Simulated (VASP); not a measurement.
Here is a VASP 6.6.1 calculation.

The input INCAR:

```
SYSTEM = Cu
PREC = Accurate
ENCUT = 520
EDIFF = 1E-6
ISMEAR = 0
SIGMA = 0.1
LREAL = .FALSE.
LASPH = .TRUE.
NELM = 80
ALGO = Normal
ISIF = 2
LWAVE = .FALSE.
LCHARG = .FALSE.
GGA = PS
NBANDS = 24
```

File KPOINTS:

```
regular mesh
0
G
  6 6 6
  0 0 0
```

File POSCAR:

```
Cu
1.0
    1.3459283989      0.7770721234      6.5868449208
   -1.3459283989      0.7770721234      6.5868449208
    0.0000000000     -1.5541442469      6.5868449207
Cu
3
Direct
    0.0000000000      0.0000000000      0.0000000000
    0.7776871195      0.7776871195      0.7776871195
    0.2223128805      0.2223128805      0.2223128805
```

Potentials or basis: VASP PAW PBE potentials, release 64 (Cu).

Launch:

```bash
$ cat potpaw_PBE.64/Cu/POTCAR > POTCAR
$ mpirun -np 1 vasp_std > vasp.out
```

(1) What does it give for the band gap on the k mesh?

(2) What does it give for the pressure?

## Answers

(1) zero (an odd number of electrons rules out a gap without spin polarisation).

(2) -18.8 GPa.

Caveat: the k points lie up to 0.45 Å⁻¹ apart, too coarse for converged energies and pressures of a metal; the PAW data sets were made with another functional, which shifts forces and pressure a little.
